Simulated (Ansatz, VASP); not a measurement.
**Al2O3 in VASP and in Ansatz**

```
CELL_PARAMETERS angstrom
2.38025 1.37424 4.33187
-2.38025 1.37424 4.33187
0.00000 -2.74848 4.33187
ATOMIC_POSITIONS crystal
Al 0.85216 0.85216 0.85216
Al 0.64784 0.64784 0.64784
Al 0.14784 0.14784 0.14784
Al 0.35216 0.35216 0.35216
O 0.05668 0.75000 0.44332
O 0.75000 0.44332 0.05668
O 0.44332 0.05668 0.75000
O 0.94332 0.25000 0.55668
O 0.25000 0.55668 0.94332
O 0.55668 0.94332 0.25000
```

Alike in both runs: functional RPBE; k mesh 7 × 7 × 7; occupations fermi-dirac, width 0.05 eV; no spin polarisation.

|  | VASP | Ansatz |
| --- | --- | --- |
| version | VASP 6.6.1 | Ansatz 0.2.0 |
| potentials or method | VASP PAW PBE potentials, release 64 (Al, O) | Ansatz PAW |
| plane-wave cutoff (eV) | 520 | 420 |
| valence electrons in the cell | 48 | 48 |
| task | single point | band structure |

```csv
,VASP,Ansatz,Ansatz less VASP
gap on the k mesh at the Fermi level (eV),6.31,6.31,+0.001
least direct gap on the mesh (eV),6.31,6.31,+0.001
pressure (GPa),11.9,12.6,+0.65
"traceless stress, the component that is largest in VASP (GPa)",-0.46,-0.49,-0.032
rms of the force components (eV/Å),0.013,0.016,+0.0029
```

VASP's potentials were made for PBE, not for RPBE. Atom by atom the forces differ by 0.005 eV/Å (rms over components).
